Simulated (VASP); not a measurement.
# La2O3 (P-3m1) in VASP: a series of runs, part 2 of 2

VASP 6.6.1. Earlier steps stand in the parts before.

## Step 4: Relaxation of cell and atoms, LDA+U

File INCAR:

```
PREC     = Accurate       # precision mode
ENCUT    = 600            # plane-wave cutoff, eV
EDIFF    = 1E-7           # SCF threshold, eV
ISMEAR   = -1             # smearing method
SIGMA    = 0.05           # smearing width, eV
LREAL    = False          # projectors in reciprocal space
LASPH    = True           # aspherical terms in the spheres
NELM     = 150            # most SCF steps
ALGO     = Normal         # electronic algorithm
ISIF     = 3              # what is computed and relaxed
LWAVE    = False          # write WAVECAR
LCHARG   = False          # write CHGCAR
LMAXMIX  = 6              # l up to which the mixer works
LDAU     = True           # DFT+U
LDAUTYPE = 2            
LDAUL    = 3 -1           # shell
LDAUU    = 5 0            # U, eV
LDAUJ    = 0 0          
LDAUPRINT= 1            
GGA      = CA             # functional
IBRION   = 2              # ionic algorithm
NSW      = 60             # ionic steps
EDIFFG   = -0.01          # ionic threshold
```

File KPOINTS:

```
regular mesh
0
Gamma
  8 8 5
```

File POSCAR:

```
La2O3
1.0
    3.9307778780      0.0000000000      0.0000000000
   -1.9653889390      3.4041534990      0.0000000000
    0.0000000000      0.0000000000      6.1119535200
La O
2 3
Direct
    0.3333333333      0.6666666667      0.2462356800
    0.6666666667      0.3333333333      0.7537643200
    0.0000000000      0.0000000000      0.0000000000
    0.3333333333      0.6666666667      0.6458906500
    0.6666666667      0.3333333333      0.3541093500
```

Potentials or basis: VASP PAW LDA potentials, release 64 (La, O).

Command:

```console
$ cat potpaw_LDA.64/La/POTCAR potpaw_LDA.64/O/POTCAR > POTCAR
$ mpirun -np 1 vasp_std > vasp.out
```

OUTCAR:

```text
PREC = Accurate
   ENCUT = 600
   EDIFF = 1E-7
   ISMEAR = -1
   LREAL = False
   LASPH = True
   NELM = 150
   ISIF = 3
   GGA = CA
   IBRION = 2
   NSW = 60
   EDIFFG = -0.01

 ion  position               nearest neighbor table
   1  0.333  0.667  0.246-   5 2.36   5 2.36   5 2.36   4 2.44   3 2.72   3 2.72   3 2.72
   2  0.667  0.333  0.754-   4 2.36   4 2.36   4 2.36   5 2.44   3 2.72   3 2.72   3 2.72
   3  0.000  0.000  0.000-   1 2.72   2 2.72   2 2.72   1 2.72   2 2.72   1 2.72
   4  0.333  0.667  0.646-   2 2.36   2 2.36   2 2.36   1 2.44
   5  0.667  0.333  0.354-   1 2.36   1 2.36   1 2.36   2 2.44

  LATTYP: Found a hexagonal cell.
 ALAT       =     3.9307778780
 C/A-ratio  =     1.5548966921

  Lattice vectors:

 A1 = (   3.9307778780,   0.0000000000,   0.0000000000)
 A2 = (  -1.9653889390,   3.4041534990,   0.0000000000)
 A3 = (   0.0000000000,   0.0000000000,   6.1119535200)

Analysis of symmetry for initial positions (statically):
=====================================================================
 Subroutine PRICEL returns:
 Original cell was already a primitive cell.

 Routine SETGRP: Setting up the symmetry group for a
 hexagonal supercell.

 Subroutine GETGRP returns: Found 12 space group operations
 (whereof 12 operations were pure point group operations)
 out of a pool of 24 trial point group operations.

The static configuration has the point symmetry D_3d.

Analysis of symmetry for dynamics (positions and initial velocities):
=====================================================================
 Subroutine PRICEL returns:
 Original cell was already a primitive cell.

 Routine SETGRP: Setting up the symmetry group for a
 hexagonal supercell.

 Subroutine GETGRP returns: Found 12 space group operations
 (whereof 12 operations were pure point group operations)
 out of a pool of 24 trial point group operations.

The dynamic configuration has the point symmetry D_3d.

 Subroutine INISYM returns: Found 12 space group operations
 (whereof 12 operations are pure point group operations),
 and found     1 'primitive' translations

----------------------------------------------------------------------------------------
[... 384 lines left out ...]
  o =  0.0112  v =  0.0000  0.0000  0.0000  0.0000  0.0000  0.0000  0.0000 -0.0000 -0.0000 -0.0644  0.0000  0.0000  0.9979  0.0000      0.0000  0.0000  0.0000  0.0000  0.0000  0.0000  0.0000  0.0000  0.0000  0.0000  0.0000  0.0000  0.0000  0.0000
  o =  0.0281  v = -0.7553 -0.0000 -0.0000 -0.6553  0.0000 -0.0000  0.0000  0.0000  0.0000  0.0000  0.0000  0.0000  0.0000  0.0000      0.0000  0.0000  0.0000  0.0000  0.0000  0.0000  0.0000  0.0000  0.0000  0.0000  0.0000  0.0000  0.0000  0.0000
  o =  0.0281  v =  0.0000  0.0000  0.0000  0.0000  0.0000  0.0000  0.0000 -0.7553 -0.0000 -0.0000 -0.6553  0.0000 -0.0000  0.0000      0.0000  0.0000  0.0000  0.0000  0.0000  0.0000  0.0000  0.0000  0.0000  0.0000  0.0000  0.0000  0.0000  0.0000

atom =   2  type =  1  l = 3

 onsite density matrix

spin component  1

  0.0197 -0.0000  0.0000  0.0097  0.0000  0.0000  0.0000
 -0.0000  0.0112  0.0000 -0.0000 -0.0001  0.0000 -0.0000
  0.0000  0.0000  0.0092  0.0000 -0.0000 -0.0001 -0.0000
  0.0097 -0.0000  0.0000  0.0169 -0.0000  0.0000  0.0000
  0.0000 -0.0001 -0.0000 -0.0000  0.0092  0.0000  0.0000
  0.0000  0.0000 -0.0001  0.0000  0.0000  0.0112 -0.0000
  0.0000 -0.0000 -0.0000  0.0000  0.0000 -0.0000  0.0095

spin component  2

  0.0197 -0.0000  0.0000  0.0097  0.0000  0.0000  0.0000
 -0.0000  0.0112  0.0000 -0.0000 -0.0001  0.0000 -0.0000
  0.0000  0.0000  0.0092  0.0000 -0.0000 -0.0001 -0.0000
  0.0097 -0.0000  0.0000  0.0169 -0.0000  0.0000  0.0000
  0.0000 -0.0001 -0.0000 -0.0000  0.0092  0.0000  0.0000
  0.0000  0.0000 -0.0001  0.0000  0.0000  0.0112 -0.0000
  0.0000 -0.0000 -0.0000  0.0000  0.0000 -0.0000  0.0095

 occupancies and eigenvectors

  o =  0.0085  v =  0.6553 -0.0000 -0.0000 -0.7553 -0.0000  0.0000 -0.0000  0.0000  0.0000  0.0000  0.0000  0.0000  0.0000  0.0000      0.0000  0.0000  0.0000  0.0000  0.0000  0.0000  0.0000  0.0000  0.0000  0.0000  0.0000  0.0000  0.0000  0.0000
  o =  0.0085  v =  0.0000  0.0000  0.0000  0.0000  0.0000  0.0000  0.0000  0.6553 -0.0000 -0.0000 -0.7553 -0.0000  0.0000 -0.0000      0.0000  0.0000  0.0000  0.0000  0.0000  0.0000  0.0000  0.0000  0.0000  0.0000  0.0000  0.0000  0.0000  0.0000
  o =  0.0092  v =  0.0000  0.0644 -0.0000 -0.0000  0.9979 -0.0000 -0.0000  0.0000  0.0000  0.0000  0.0000  0.0000  0.0000  0.0000      0.0000  0.0000  0.0000  0.0000  0.0000  0.0000  0.0000  0.0000  0.0000  0.0000  0.0000  0.0000  0.0000  0.0000
  o =  0.0092  v =  0.0000  0.0000  0.0000  0.0000  0.0000  0.0000  0.0000  0.0000  0.0644 -0.0000 -0.0000  0.9979 -0.0000 -0.0000      0.0000  0.0000  0.0000  0.0000  0.0000  0.0000  0.0000  0.0000  0.0000  0.0000  0.0000  0.0000  0.0000  0.0000
  o =  0.0092  v =  0.0000  0.0000  0.0000  0.0000  0.0000  0.0000  0.0000  0.0000  0.0000  0.9979 -0.0000  0.0000  0.0644  0.0000      0.0000  0.0000  0.0000  0.0000  0.0000  0.0000  0.0000  0.0000  0.0000  0.0000  0.0000  0.0000  0.0000  0.0000
  o =  0.0092  v =  0.0000  0.0000  0.9979 -0.0000  0.0000  0.0644  0.0000  0.0000  0.0000  0.0000  0.0000  0.0000  0.0000  0.0000      0.0000  0.0000  0.0000  0.0000  0.0000  0.0000  0.0000  0.0000  0.0000  0.0000  0.0000  0.0000  0.0000  0.0000
  o =  0.0095  v = -0.0000 -0.0000  0.0000  0.0000 -0.0000  0.0000 -1.0000  0.0000  0.0000  0.0000  0.0000  0.0000  0.0000  0.0000      0.0000  0.0000  0.0000  0.0000  0.0000  0.0000  0.0000  0.0000  0.0000  0.0000  0.0000  0.0000  0.0000  0.0000
  o =  0.0095  v =  0.0000  0.0000  0.0000  0.0000  0.0000  0.0000  0.0000 -0.0000 -0.0000  0.0000  0.0000 -0.0000  0.0000 -1.0000      0.0000  0.0000  0.0000  0.0000  0.0000  0.0000  0.0000  0.0000  0.0000  0.0000  0.0000  0.0000  0.0000  0.0000
  o =  0.0112  v =  0.0000  0.0000  0.0000  0.0000  0.0000  0.0000  0.0000  0.0000  0.9979  0.0001 -0.0000 -0.0644 -0.0021 -0.0000      0.0000  0.0000  0.0000  0.0000  0.0000  0.0000  0.0000  0.0000  0.0000  0.0000  0.0000  0.0000  0.0000  0.0000
  o =  0.0112  v =  0.0000  0.9979  0.0001 -0.0000 -0.0644 -0.0021 -0.0000  0.0000  0.0000  0.0000  0.0000  0.0000  0.0000  0.0000      0.0000  0.0000  0.0000  0.0000  0.0000  0.0000  0.0000  0.0000  0.0000  0.0000  0.0000  0.0000  0.0000  0.0000
  o =  0.0112  v =  0.0000 -0.0021  0.0644 -0.0000  0.0001 -0.9979  0.0000  0.0000  0.0000  0.0000  0.0000  0.0000  0.0000  0.0000      0.0000  0.0000  0.0000  0.0000  0.0000  0.0000  0.0000  0.0000  0.0000  0.0000  0.0000  0.0000  0.0000  0.0000
  o =  0.0112  v =  0.0000  0.0000  0.0000  0.0000  0.0000  0.0000  0.0000  0.0000 -0.0021  0.0644 -0.0000  0.0001 -0.9979  0.0000      0.0000  0.0000  0.0000  0.0000  0.0000  0.0000  0.0000  0.0000  0.0000  0.0000  0.0000  0.0000  0.0000  0.0000
  o =  0.0281  v = -0.7553 -0.0000 -0.0000 -0.6553 -0.0000 -0.0000 -0.0000  0.0000  0.0000  0.0000  0.0000  0.0000  0.0000  0.0000      0.0000  0.0000  0.0000  0.0000  0.0000  0.0000  0.0000  0.0000  0.0000  0.0000  0.0000  0.0000  0.0000  0.0000
  o =  0.0281  v =  0.0000  0.0000  0.0000  0.0000  0.0000  0.0000  0.0000 -0.7553 -0.0000 -0.0000 -0.6553 -0.0000 -0.0000 -0.0000      0.0000  0.0000  0.0000  0.0000  0.0000  0.0000  0.0000  0.0000  0.0000  0.0000  0.0000  0.0000  0.0000  0.0000

--------------------------------------- Ionic step       11  -------------------------------------------

 number of electron      40.0000002 magnetization

 Free energy of the ion-electron system (eV)
  ---------------------------------------------------
  ext. energy  EPLUGINS =         0.00000000
  ---------------------------------------------------
  free energy    TOTEN  =       -44.82080736 eV

  energy without entropy =      -44.82080736  energy(sigma->0) =      -44.82080736

 E-fermi :   7.2146     XC(G=0): -11.0524

 val. band max:        6.0222023554   @ k =   0.2500   0.2500   0.4000
 cond. band min:       9.8218325698   @ k =   0.3750   0.2500   0.0000
 fundamental gap:      3.7996302144
 Fermi energy:         7.2146284308

 k-point     1 :       0.0000    0.0000    0.0000
  band No.  band energies     occupation
      1     -23.8860      2.00000
      2     -23.6053      2.00000
      3     -10.8647      2.00000
      4      -9.3520      2.00000
      5      -8.9919      2.00000
      6      -7.3502      2.00000
[... 637 lines left out ...]
     23      11.6590      0.00000
     24      12.3375      0.00000

 [... further k-points ...]

------------------------ aborting loop because EDIFF is reached ----------------------------------------

  FORCE on cell =-STRESS in cart. coord.  units (eV):
  Direction    XX          YY          ZZ          XY          YZ          ZX
  --------------------------------------------------------------------------------------
  -------------------------------------------------------------------------------------
  Total       -0.0020379     -0.0020379      0.0074427      0.0000000     -0.0000000      0.0000000
  in kB       -0.0408256     -0.0408256      0.1491048      0.0000000     -0.0000000      0.0000000
  external PRESSURE =       0.0224845 kB  Pullay stress =       0.0000000 kB
[... 20 lines left out ...]
  FREE ENERGIE OF THE ION-ELECTRON SYSTEM (eV)
  ---------------------------------------------------
  free  energy   TOTEN  =       -44.8208073646 eV

  energy  without entropy=      -44.8208073646  energy(sigma->0) =      -44.82080736

 reached required accuracy - stopping structural energy minimisation
```

Wall time 24 min (1 thread of Oxide Virtual Turin-like, shared host); peak memory 0.22 GiB.

Results:

```yaml
Free_energy: -44.8208 eV
Relaxed_volume: 15.99 Å³/atom
Relaxed_cell: a = 3.918 Å, b = 3.918 Å, c = 6.015 Å, α = 90.00°, β = 90.00°, γ = 120.00°
Space_group_after_relaxing_to_0.05_Å: P-3m1 (No. 164)
Energy_gained_by_relaxing: 3.1 meV/atom
Ionic_steps: 11
Pressure_after_relaxing: 0.0 GPa
Band_gap_on_the_k_mesh: 3.80 eV, indirect (least direct gap 3.94 eV)
```

Forces on the atoms (eV/Å):
```
La   0.000  0.000 -0.002
La   0.000  0.000  0.002
O    0.000  0.000  0.000
O    0.000  0.000  0.001
O    0.000  0.000 -0.001
```

The path:
| step | energy change (eV) | largest force (eV/Å) | pressure (GPa) | volume (Å³) |
| --- | --- | --- | --- | --- |
| 1 | 0.0000 | 0.0527 | -2.58 | 81.78 |
| 2 | 0.0022 | 0.3224 | 3.11 | 78.70 |
| 3 | -0.0125 | 0.1555 | 0.04 | 80.28 |
| 4 | -0.0148 | 0.0226 | 0.01 | 80.12 |
| 5 | -0.0150 | 0.0353 | 0.00 | 80.05 |
| 6 | -0.0153 | 0.0348 | 0.01 | 80.03 |
| 7 | -0.0154 | 0.0344 | 0.02 | 80.00 |
| 8 | -0.0156 | 0.0182 | -0.05 | 80.02 |
| 9 | -0.0156 | 0.0077 | -0.11 | 80.03 |
| 10 | -0.0155 | 0.0106 | 0.17 | 79.88 |
| 11 | -0.0156 | 0.0024 | 0.00 | 79.97 |

Final structure:
```
CELL_PARAMETERS angstrom
3.91815 0.00000 0.00000
-1.95908 3.39322 0.00000
0.00000 0.00000 6.01531
ATOMIC_POSITIONS crystal
La 0.33333 0.66667 0.24447
La 0.66667 0.33333 0.75553
O 0.00000 0.00000 0.00000
O 0.33333 0.66667 0.64627
O 0.66667 0.33333 0.35373
```

Eigenvalues of the final occupation matrices:
| site | spin | trace | eigenvalues |
| --- | --- | --- | --- |
| site 1 f | 1 | 0.09 | 0.01 0.01 0.01 0.01 0.01 0.01 0.03 |
| site 1 f | 2 | 0.09 | 0.01 0.01 0.01 0.01 0.01 0.01 0.03 |
| site 2 f | 1 | 0.09 | 0.01 0.01 0.01 0.01 0.01 0.01 0.03 |
| site 2 f | 2 | 0.09 | 0.01 0.01 0.01 0.01 0.01 0.01 0.03 |

Caveat: spin-orbit coupling is left out, which moves the levels of the heavy elements. A k mesh can miss the band edges.

## Step 5: The runs side by side

```csv
level,potentials or basis,U,gap on the mesh (eV),pressure (GPa),relaxed volume (Å³/atom)
PBE,"VASP PAW PBE potentials, release 64 (La, O)",-,3.89,0.0,16.59
LDA+U,"VASP PAW LDA potentials, release 64 (La, O)",La f U = 4.0 eV,3.81,0.0,15.90
LDA+U,"VASP PAW LDA potentials, release 64 (La, O)",La f U = 5.0 eV,3.80,0.0,15.99
```

Alike in all rows: task relaxation of cell and atoms; no spin polarisation; cell relaxed; k mesh 8 × 8 × 5; cutoff (eV) 600; smearing fermi-dirac 0.05 eV.

Caveats: spin-orbit coupling is left out, which moves the levels of the heavy elements.

Total energies depend on the potentials used, so only differences within one code and one set of settings carry meaning.
